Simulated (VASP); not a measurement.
In: single point with PBEsol

In:

```xyz
1
Lattice="-1.9433 1.9433 1.9433 1.9433 -1.9433 1.9433 1.9433 1.9433 -1.9433" Properties=species:S:1:pos:R:3 pbc="T T T"
In    0.0000    0.0000    0.0000
```

```
Program                : VASP 6.6.1
Task                   : single point
Functional             : PBEsol
Potentials or basis    : VASP PAW PBE potentials, release 64 (In_d)
Cutoff                 : 520 eV
k mesh                 : 11 × 11 × 11
Occupations            : methfessel-paxton, width 0.05 eV
Spin                   : no spin polarisation
Dipole correction      : no
Further INCAR settings : ALGO = Normal; EDIFF = 1e-06; NBANDS = 12
```

```json
{
  "Pressure": "-4.0 GPa"
}
```

Levels at points of the mesh, in eV from the Fermi level:
```tsv
k point	band 2	band 3	band 4	band 5	band 6	band 7	band 8	band 9	band 10	band 11
(0.00, 0.00, 0.00)	-14.50	-14.50	-14.29	-14.29	-8.82	9.87	9.87	9.87	12.62	12.62
```

Run time: 14 s on 1 thread of Intel(R) Xeon(R) Platinum 8488C (Sapphire Rapids) (shared host), peak memory 0.16 GiB.

Caveat: the PAW data sets were made with another functional, which shifts forces and pressure a little; spin-orbit coupling is left out, which moves the levels of the heavy elements.
